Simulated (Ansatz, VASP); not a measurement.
**One calculation of Cd, two programs**

The input POSCAR:

```
Cd
1.0
    0.0000000000      2.2181497500      2.2181497500
    2.2181497500      0.0000000000      2.2181497500
    2.2181497500      2.2181497500      0.0000000000
Cd
1
Direct
    0.0000000000      0.0000000000      0.0000000000
```

INCAR.step1

```
ALGO = Normal
EDIFF = 1E-4
ENCUT = 520
GGA = PE
ISMEAR = 0
LASPH = T
LCHARG = F
LREAL = F
LWAVE = T
NBANDS = 12
NELM = 100
PREC = Accurate
SIGMA = 0.1
```

INCAR.step2

```
ALGO = Normal
EDIFF = 1E-6
ENCUT = 520
ISIF = 2
ISMEAR = 0
ISTART = 1
LASPH = T
LCHARG = F
LMIXTAU = T
LREAL = F
LWAVE = F
METAGGA = R2SCAN
NBANDS = 12
NELM = 100
PREC = Accurate
SIGMA = 0.1
```

The input KPOINTS:

```
k-points
0
Gamma
  8 8 8
```

Input for Ansatz:

```yaml
crystal:
  lattice:
    - [0.0, 2.21814975, 2.21814975]
    - [2.21814975, 0.0, 2.21814975]
    - [2.21814975, 2.21814975, 0.0]
  atoms:
    - { symbol: Cd, position: [0.0, 0.0, 0.0] }
basis:
  ecutwfc: 500
kpoints:
  mp_grid: { grid: [8, 8, 8] }
hamiltonian:
  xc: r2scan
scf:
  occupations: { method: gaussian, width: 0.1 }
  lower_state_search: "off"
output:
  forces: true
  stress: true
  eigenvalues: true
```

Alike in both runs: task single point; functional r2SCAN; k mesh 8 × 8 × 8; occupations gaussian, width 0.1 eV; no spin polarisation.

|  | VASP | Ansatz |
| --- | --- | --- |
| version | VASP 6.6.1 | Ansatz 0.2.0 |
| potentials or method | VASP PAW PBE potentials, release 64 (Cd), cutoff 520 eV | scalar-relativistic, plane waves, PAW |
| valence electrons in the cell | 12 | 20 |

```tsv
	VASP	Ansatz	Ansatz less VASP
gap on the k mesh at the Fermi level (eV)	none	none	-
pressure (GPa)	0.2	-0.1	-0.31
```

VASP's potentials were made for PBE, not for r2SCAN. A gap of «none» marks a metal or a gap that the smearing closes. VASP's potentials hold 12 valence electrons a cell and Ansatz's 20, so a difference there can come from the potentials and not from the codes.
